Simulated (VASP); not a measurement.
Runs of VASP 6.6.1 on Zn. The structure is that of space group P6_3/mmc (No. 194), or close to it. The cells are those of the table. 

```tsv
cell	gap on the mesh (eV)	pressure (GPa)
a = 2.595, b = 2.595, c = 4.991 Å, angles 90.0, 90.0, 120.0°, 2 atoms	none	0.5
a = 2.605, b = 2.605, c = 5.101 Å, angles 90.0, 90.0, 120.0°, 2 atoms	none	(b)
a = 2.592, b = 2.592, c = 4.853 Å, angles 90.0, 90.0, 120.0°, 2 atoms	none	(a)
a = 2.585, b = 2.585, c = 4.730 Å, angles 90.0, 90.0, 120.0°, 2 atoms	none	5.4
a = 2.617, b = 2.617, c = 5.204 Å, angles 90.0, 90.0, 120.0°, 2 atoms	none	-3.1
```

Alike in all rows: task single point; level r2SCAN; potentials or basis VASP PAW PBE potentials, release 64 (Zn); no spin polarisation; k mesh 18 × 18 × 8; cutoff (eV) 520; smearing gaussian 0.1 eV.

Task: Estimate the missing entries.

Result: (a) 2.6; (b) -1.4.

Caveats: the PAW data sets were made with another functional, which shifts forces and pressure a little; the cell stands under pressure (at least some runs); the cell stands under tension (at least some runs).

A gap of «none» marks levels without a gap at the run's occupations.
